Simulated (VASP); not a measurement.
The system is GaSb.

```
CELL_PARAMETERS angstrom
0.00000 3.10991 3.10991
3.10991 0.00000 3.10991
3.10991 3.10991 0.00000
ATOMIC_POSITIONS crystal
Ga 0.00000 0.00000 0.00000
Sb 0.25000 0.25000 0.25000
```

| Property | Result |
| --- | --- |
| Program | VASP 6.6.1 |
| Task | relaxation of cell and atoms |
| Functional | LDA |
| Potentials or basis | VASP PAW LDA potentials, release 64 (Ga_d, Sb) |
| Cutoff | 600 eV |
| k mesh | 6 × 6 × 6 |
| Occupations | fermi-dirac, width 0.02 eV |
| Spin | no spin polarisation |

At the start: pressure -3.6 GPa; volume 30.08 Å³/atom.

**Question.** How do energy, volume and symmetry change on relaxing?

**Answer.** Over 5 steps the energy falls by 27.6 meV/atom and the volume is 27.75 Å³/atom (-7.7 %); space group F-43m (No. 216, to 0.1 Å) before and after.

Step by step:
```
step  energy change (eV)  largest force (eV/Å)  pressure (GPa)  volume (Å³)
   1              0.0000                0.0000           -3.63        60.16
   2             -0.0516                0.0000            1.12        54.42
   3             -0.0552                0.0000           -0.04        55.54
   4             -0.0552                0.0000            0.04        55.45
   5             -0.0552                0.0000           -0.01        55.50
```

Final structure:
```
Ga Sb
1.0
     0.00000    3.02756    3.02756
     3.02756    0.00000    3.02756
     3.02756    3.02756    0.00000
Ga Sb
1 1
Direct
  0.00000 0.00000 0.00000
  0.25000 0.25000 0.25000
```
